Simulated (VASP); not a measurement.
**Te3As4: single point with PBE**

The system is Te3As4.

```xyz
7
Lattice="6.0224 0.0000 0.0000 0.0000 6.0224 0.0000 0.0000 0.0000 6.0224" Properties=species:S:1:pos:R:3 pbc="T T T"
Te    0.0000    0.0000    3.0112
Te    3.0112    0.0000    0.0000
Te    0.0000    3.0112    0.0000
As    1.7121    4.3102    1.7121
As    4.3102    1.7121    1.7121
As    1.7121    1.7121    4.3102
As    4.3102    4.3102    4.3102
```

The cell was built from a structure type or drawn by symmetry, and may not be a known phase.

```
Program             : VASP 6.6.1
Task                : single point
Functional          : PBE
Potentials or basis : VASP PAW PBE potentials, release 64 (Te, As)
Cutoff              : 500 eV
k mesh              : 4 × 4 × 4
Occupations         : gaussian, width 0.1 eV
Spin                : no spin polarisation
```

The pressure is 2.6 GPa, the largest force is 0.936 eV/Å and the band gap on the k mesh is zero (bands 19 and 20 overlap by 0.24 eV).

Forces on the atoms (eV/Å):
```
Te   0.000  0.000  0.000
Te   0.000  0.000  0.000
Te   0.000  0.000  0.000
As   0.541 -0.541  0.541
As  -0.541  0.541  0.541
As   0.541  0.541 -0.541
As  -0.541 -0.541 -0.541
```

Levels at points of the mesh, in eV from the Fermi level:
| k point | band 15 | band 16 | band 17 | band 18 | band 19 | band 20 | band 21 | band 22 | band 23 | band 24 |
| --- | --- | --- | --- | --- | --- | --- | --- | --- | --- | --- |
| (0.00, 0.00, 0.00) | -2.61 | -2.61 | -1.97 | -1.59 | -1.59 | -0.01 | -0.01 | -0.01 | 0.26 | 0.26 |
| (0.50, 0.00, 0.00) | -3.02 | -3.02 | -1.19 | -1.01 | -0.44 | 0.46 | 1.04 | 1.32 | 1.32 | 1.70 |
| (0.50, 0.50, 0.00) | -2.85 | -2.85 | -0.61 | -0.31 | -0.31 | 0.16 | 0.87 | 1.51 | 1.51 | 1.62 |
| (0.50, 0.50, 0.50) | -3.31 | -3.31 | -1.03 | -1.03 | -1.03 | 0.32 | 0.32 | 0.79 | 1.38 | 1.38 |

Run time: 2.1 min on 1 thread of Intel Xeon 8259CL (shared host), peak memory 0.33 GiB.

Caveat: spin-orbit coupling is left out, which moves the levels of the heavy elements.
